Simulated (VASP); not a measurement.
A run of VASP 6.6.1 is set up as follows.

Contents of INCAR:

```
  PREC = Accurate
  ENCUT = 520
  EDIFF = 1E-7
  ISMEAR = 0
  SIGMA = 0.1
  LREAL = F
  LASPH = T
  NELM = 100
  ALGO = Normal
  ISIF = 2
  LWAVE = F
  LCHARG = F
  GGA = PE
  NBANDS = 31
```

KPOINTS

```
regular mesh
0
Gamma
  10 10 4
```

The input POSCAR:

```
BeCd2Se3
1.0
    3.7049075687      0.0000000000      0.0000000000
    0.0000000000      3.7049075687      0.0000000000
    0.0000000000      0.0000000000     11.9297967263
Be Cd Se
1 2 3
Direct
    0.0000000000      0.0000000000      0.0000000000
    0.5000000000      0.0000000000      0.4102976497
    0.0000000000      0.5000000000      0.5897023503
    0.5000000000      0.0000000000      0.6504841166
    0.0000000000      0.5000000000      0.3495158834
    0.5000000000      0.5000000000      0.0000000000
```

Potentials or basis: VASP PAW PBE potentials, release 64 (Be, Cd, Se).

Launch:

```bash
$ cat potpaw_PBE.64/Be/POTCAR potpaw_PBE.64/Cd/POTCAR potpaw_PBE.64/Se/POTCAR > POTCAR
$ mpirun -np 1 vasp_std > vasp.out
```

What does it give for the largest force?

0.046 eV/Å.

Estimate the band gap on the k mesh.

zero (bands 22 and 23 overlap by 0.26 eV).

Forces in eV/Å, atoms in the order of the input:
```
Be   0.000  0.000  0.000
Cd   0.000  0.000  0.008
Cd   0.000  0.000 -0.008
Se   0.000  0.000  0.046
Se   0.000  0.000 -0.046
Se   0.000  0.000  0.000
```

Caveat: semilocal functionals underestimate gaps, so a narrow gap can read as zero.
